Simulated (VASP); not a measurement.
Crystal: HfN.

```
Hf N
1.0
     0.00000    2.45482    2.45482
     2.45482    0.00000    2.45482
     2.45482    2.45482    0.00000
Hf N
1 1
Direct
  0.00000 0.00000 0.00000
  0.25000 0.25000 0.25000
```

* Program: VASP 6.6.1
* Task: relaxation of cell and atoms
* Functional: BLYP
* Potentials or basis: VASP PAW PBE potentials, release 64 (Hf_pv, N)
* Cutoff: 600 eV
* k mesh: 9 × 9 × 9
* Occupations: fermi-dirac, width 0.05 eV
* Spin: no spin polarisation

At the start: pressure 5.5 GPa; volume 14.79 Å³/atom.

Task: Where does the relaxation end?

Result: Over 3 steps the energy falls by 7.2 meV/atom and the volume is 15.23 Å³/atom (+2.9 %); space group F-43m (No. 216, to 0.05 Å).

The path:
```tsv
step	energy change (eV)	largest force (eV/Å)	pressure (GPa)	volume (Å³)
1	0.0000	0.0000	5.50	29.59
2	0.0180	0.0000	-7.28	31.82
3	-0.0144	0.0000	-0.06	30.46
```

Final structure:
```
Hf N
1.0
     0.00000    2.47863    2.47863
     2.47863    0.00000    2.47863
     2.47863    2.47863    0.00000
Hf N
1 1
Direct
  0.00000 0.00000 0.00000
  0.25000 0.25000 0.25000
```

Caveat: the PAW data sets were made with another functional, which shifts forces and pressure a little.
